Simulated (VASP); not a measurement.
# HfB (Fm-3m) in VASP: single point with PBE

Aim: the single point of HfB with PBE.

All numbers are computed with VASP 6.6.1; they aren't measurements. Logs are shortened: lines on timing, memory, paths and dates and some standing lists are left out, and cuts for length are marked.

## (1) The cell of the first run

The structure is cubic, space group Fm-3m (No. 225). The conventional cell has a = 4.620 Å, b = 4.620 Å, c = 4.620 Å, α = 90.00°, β = 90.00°, γ = 90.00°. Hf (site symmetry m-3m) has 6 B at 2.31 Å within 3.1 Å. B (site symmetry m-3m) has 6 Hf at 2.31 Å within 3.1 Å.

## (2) Single point, PBE, non-collinear spin, zero start, spin-orbit coupling

The input, INCAR:

```
SYSTEM = HfB
  ALGO = Normal
  EDIFF = 1E-6
  ENCUT = 520
  GGA = PE
  GGA_COMPAT = .False.
  ISIF = 2
  ISMEAR = -1
  LASPH = .True.
  LCHARG = .False.
  LMAXMIX = 4
  LORBIT = 11
  LORBMOM = .True.
  LREAL = .False.
  LSORBIT = .True.
  LWAVE = .False.
  MAGMOM = 0 0 0 0 0 0
  NBANDS = 25
  NELM = 150
  PREC = Accurate
  SIGMA = 0.03
```

The input, KPOINTS:

```
k-points
0
Gamma
  12 12 12
  0 0 0
```

The input, POSCAR:

```
HfB
1.0
    0.0000000000      2.3100000000      2.3100000000
    2.3100000000      0.0000000000      2.3100000000
    2.3100000000      2.3100000000      0.0000000000
Hf B
1 1
Direct
    0.5000000000      0.5000000000      0.5000000000
    0.0000000000      0.0000000000      0.0000000000
```

Potentials or basis: VASP PAW PBE potentials, release 64 (Hf_pv, B).

Started as:

```sh
cat potpaw_PBE.64/Hf_pv/POTCAR potpaw_PBE.64/B/POTCAR > POTCAR
mpirun -np 1 vasp_ncl > vasp.out
```

OUTCAR:

```text
SYSTEM = HfB
   EDIFF = 1E-6
   ENCUT = 520
   GGA = PE
   ISIF = 2
   ISMEAR = -1
   LASPH = .True.
   LORBIT = 11
   LREAL = .False.
   LSORBIT = .True.
   NELM = 150
   PREC = Accurate

 ion  position               nearest neighbor table
   1  0.500  0.500  0.500-   2 2.31   2 2.31   2 2.31   2 2.31   2 2.31   2 2.31
   2  0.000  0.000  0.000-   1 2.31   1 2.31   1 2.31   1 2.31   1 2.31   1 2.31

  LATTYP: Found a face centered cubic cell.
 ALAT       =     4.6200000000

  Lattice vectors:

 A1 = (   0.0000000000,   2.3100000000,   2.3100000000)
 A2 = (   2.3100000000,   0.0000000000,   2.3100000000)
 A3 = (   2.3100000000,   2.3100000000,   0.0000000000)

Analysis of symmetry for initial positions (statically):
=====================================================================
 Subroutine PRICEL returns:
 Original cell was already a primitive cell.

 Routine SETGRP: Setting up the symmetry group for a
 face centered cubic supercell.

 Subroutine GETGRP returns: Found 48 space group operations
 (whereof 48 operations were pure point group operations)
 out of a pool of 48 trial point group operations.

The static configuration has the point symmetry O_h .

Analysis of symmetry for dynamics (positions and initial velocities):
=====================================================================
 Subroutine PRICEL returns:
 Original cell was already a primitive cell.

 Routine SETGRP: Setting up the symmetry group for a
 face centered cubic supercell.

 Subroutine GETGRP returns: Found 48 space group operations
 (whereof 48 operations were pure point group operations)
 out of a pool of 48 trial point group operations.

The dynamic configuration has the point symmetry O_h .

Analysis of structural, dynamic, and magnetic symmetry:
=====================================================================
 Subroutine PRICEL returns:
 Original cell was already a primitive cell.

 Routine SETGRP: Setting up the symmetry group for a
 face centered cubic supercell.

 Subroutine GETGRP returns: Found 48 space group operations
 (whereof 48 operations were pure point group operations)
 out of a pool of 48 trial point group operations.

The overall configuration has the point symmetry O_h .

 Subroutine INISYM returns: Found 48 space group operations
 (whereof 48 operations are pure point group operations),
 and found     1 'primitive' translations

----------------------------------------------------------------------------------------

                                     Primitive cell

  volume of cell :      24.6528

  direct lattice vectors                    reciprocal lattice vectors
     0.000000000  2.310000000  2.310000000    -0.216450216  0.216450216  0.216450216
     2.310000000  0.000000000  2.310000000     0.216450216 -0.216450216  0.216450216
     2.310000000  2.310000000  0.000000000     0.216450216  0.216450216 -0.216450216

  length of vectors
     3.266833329  3.266833329  3.266833329     0.374902772  0.374902772  0.374902772

  position of ions in fractional coordinates (direct lattice)
     0.500000000  0.500000000  0.500000000
     0.000000000  0.000000000  0.000000000

  ion indices of the primitive-cell ions
   primitive index   ion index
                 1           1
                 2           2

----------------------------------------------------------------------------------------

 KPOINTS: k-points

Automatic generation of k-mesh.
 Grid dimensions read from file:
 generate k-points for:   12   12   12

 Generating k-lattice:

  Cartesian coordinates                     Fractional coordinates (reciprocal lattice)
    -0.018037518  0.018037518  0.018037518     0.083333333  0.000000000  0.000000000
     0.018037518 -0.018037518  0.018037518     0.000000000  0.083333333  0.000000000
[... 89 lines left out ...]
  energy-cutoff  :      520.00
  volume of cell :       24.65
 maximum number of plane-waves:      1368
   NGX = 13   NGY = 13   NGZ = 13

 number of electron      13.0000002 magnetization      -0.0000000      0.0000000     -0.0000000

 number of electron      13.0000002 magnetization       0.0000000     -0.0000000      0.0000000

 number of electron      13.0000002 magnetization       0.0000000      0.0000000      0.0000000

 Free energy of the ion-electron system (eV)
  ---------------------------------------------------
  ext. energy  EPLUGINS =         0.00000000
  ---------------------------------------------------
  free energy    TOTEN  =       -17.83590121 eV

  energy without entropy =      -17.83390768  energy(sigma->0) =      -17.83490445

 E-fermi :   5.1398     XC(G=0): -12.3052

 val. band max:        5.0922254644   @ k =   0.2500   0.0833   0.0000
 cond. band min:       5.1403082194   @ k =   0.2500   0.0000   0.0000
 fundamental gap:      0.0480827550
 Fermi energy:         5.1397812260

 k-point     1 :       0.0000    0.0000    0.0000
  band No.  band energies     occupation
      1     -27.9812      1.00000
      2     -27.9812      1.00000
      3     -20.9643      1.00000
      4     -20.9643      1.00000
      5     -20.9643      1.00000
      6     -20.9643      1.00000
[... 661 lines left out ...]
     24      17.0185      0.00000
     25      18.3803      0.00000

 [... further k-points ...]
[... 5 lines left out ...]
  --------------------------------------------------------------------------------------
  -------------------------------------------------------------------------------------
  Total        4.6643874      4.6643874      4.6643874      0.0000000      0.0000000      0.0000000
  in kB      303.1372179    303.1372179    303.1372179      0.0000000      0.0000000      0.0000000
  external PRESSURE =     303.1372179 kB  Pullay stress =       0.0000000 kB

 VOLUME and BASIS-vectors are now :
 -----------------------------------------------------------------------------
  energy-cutoff  :      520.00
  volume of cell :       24.65
      direct lattice vectors                 reciprocal lattice vectors
     0.000000000  2.310000000  2.310000000    -0.216450216  0.216450216  0.216450216
     2.310000000  0.000000000  2.310000000     0.216450216 -0.216450216  0.216450216
     2.310000000  2.310000000  0.000000000     0.216450216  0.216450216 -0.216450216

 POSITION                                       TOTAL-FORCE (eV/Angst)
 -----------------------------------------------------------------------------------
      2.31000      2.31000      2.31000        -0.000000     -0.000000      0.000000
      0.00000      0.00000      0.00000         0.000000      0.000000     -0.000000
 -----------------------------------------------------------------------------------
    total drift:                               -0.000000     -0.000000     -0.000000

  FREE ENERGIE OF THE ION-ELECTRON SYSTEM (eV)
  ---------------------------------------------------
  free  energy   TOTEN  =       -17.8359012147 eV

  energy  without entropy=      -17.8339076830  energy(sigma->0) =      -17.83490445

 orbital moment (x)

 # of ion     p       d       tot
 ----------------------------------------
  1         0.000  -0.000  -0.000
  2         0.000   0.000   0.000
 ----------------------------------------
            0.000  -0.000  -0.000

 orbital moment (y)

 # of ion     p       d       tot
 ----------------------------------------
  1         0.000  -0.000  -0.000
  2         0.000   0.000   0.000
 ----------------------------------------
            0.000  -0.000  -0.000

 orbital moment (z)

 # of ion     p       d       tot
 ----------------------------------------
  1         0.000   0.000   0.000
  2        -0.000   0.000  -0.000
 ----------------------------------------
           -0.000   0.000   0.000

 Spin-Orbit-Coupling matrix elements

 Ion:    1  E_soc:     -1.3432786
 l=   1
     0.0000000    -0.2164195    -0.2164195
    -0.2164195     0.0000000    -0.2164195
    -0.2164195    -0.2164195     0.0000000
 l=   2
     0.0000000    -0.0015568     0.0000000    -0.0015568    -0.0059034
    -0.0015568     0.0000000    -0.0044276    -0.0015568    -0.0014759
     0.0000000    -0.0044276     0.0000000    -0.0044276     0.0000000
    -0.0015568    -0.0015568    -0.0044276     0.0000000    -0.0014759
    -0.0059034    -0.0014759     0.0000000    -0.0014759     0.0000000
 l=   3
     0.0000000     0.0000000     0.0000000     0.0000000     0.0000000     0.0000000     0.0000000
     0.0000000     0.0000000     0.0000000     0.0000000     0.0000000     0.0000000     0.0000000
     0.0000000     0.0000000     0.0000000     0.0000000     0.0000000     0.0000000     0.0000000
     0.0000000     0.0000000     0.0000000     0.0000000     0.0000000     0.0000000     0.0000000
     0.0000000     0.0000000     0.0000000     0.0000000     0.0000000     0.0000000     0.0000000
     0.0000000     0.0000000     0.0000000     0.0000000     0.0000000     0.0000000     0.0000000
     0.0000000     0.0000000     0.0000000     0.0000000     0.0000000     0.0000000     0.0000000

 Ion:    2  E_soc:      0.0000209
 l=   1
     0.0000000     0.0000035     0.0000035
     0.0000035     0.0000000     0.0000035
     0.0000035     0.0000035     0.0000000
 l=   2
     0.0000000     0.0000000     0.0000000     0.0000000     0.0000000
     0.0000000     0.0000000     0.0000000     0.0000000     0.0000000
     0.0000000     0.0000000     0.0000000     0.0000000     0.0000000
     0.0000000     0.0000000     0.0000000     0.0000000     0.0000000
     0.0000000     0.0000000     0.0000000     0.0000000     0.0000000
 l=   3
     0.0000000     0.0000000     0.0000000     0.0000000     0.0000000     0.0000000     0.0000000
     0.0000000     0.0000000     0.0000000     0.0000000     0.0000000     0.0000000     0.0000000
     0.0000000     0.0000000     0.0000000     0.0000000     0.0000000     0.0000000     0.0000000
     0.0000000     0.0000000     0.0000000     0.0000000     0.0000000     0.0000000     0.0000000
     0.0000000     0.0000000     0.0000000     0.0000000     0.0000000     0.0000000     0.0000000
     0.0000000     0.0000000     0.0000000     0.0000000     0.0000000     0.0000000     0.0000000
     0.0000000     0.0000000     0.0000000     0.0000000     0.0000000     0.0000000     0.0000000

 total charge

# of ion       s       p       d       tot
------------------------------------------
    1        0.357   6.723   1.875   8.954
    2        0.798   1.152   0.000   1.950
--------------------------------------------------
tot          1.154   7.875   1.875  10.904

 magnetization (x)

# of ion       s       p       d       tot
------------------------------------------
    1       -0.000   0.000  -0.000  -0.000
    2        0.000   0.000   0.000   0.000
--------------------------------------------------
tot         -0.000   0.000  -0.000  -0.000

 magnetization (y)

# of ion       s       p       d       tot
------------------------------------------
    1       -0.000   0.000   0.000  -0.000
    2        0.000   0.000   0.000   0.000
--------------------------------------------------
tot         -0.000   0.000   0.000  -0.000

 magnetization (z)

# of ion       s       p       d       tot
------------------------------------------
    1        0.000   0.000  -0.000  -0.000
    2        0.000   0.000   0.000   0.000
--------------------------------------------------
tot          0.000   0.000  -0.000   0.000
```

Run time: 2.5 min. Hardware: 1 thread of AMD EPYC 7R13, shared host; peak memory 0.21 GiB.

Results:

```yaml
Free_energy: -17.8359 eV
Pressure: 30.3 GPa
Net_moment: 0.00 μB per cell
Valence_electrons_inside_the_program's_atomic_spheres: Hf 8.95; B 1.95
```

Moments on the atoms (μB; x, y, z):
```
Hf  0.00 0.00 0.00
B   0.00 0.00 0.00
```

Caveat: the cell stands under pressure.
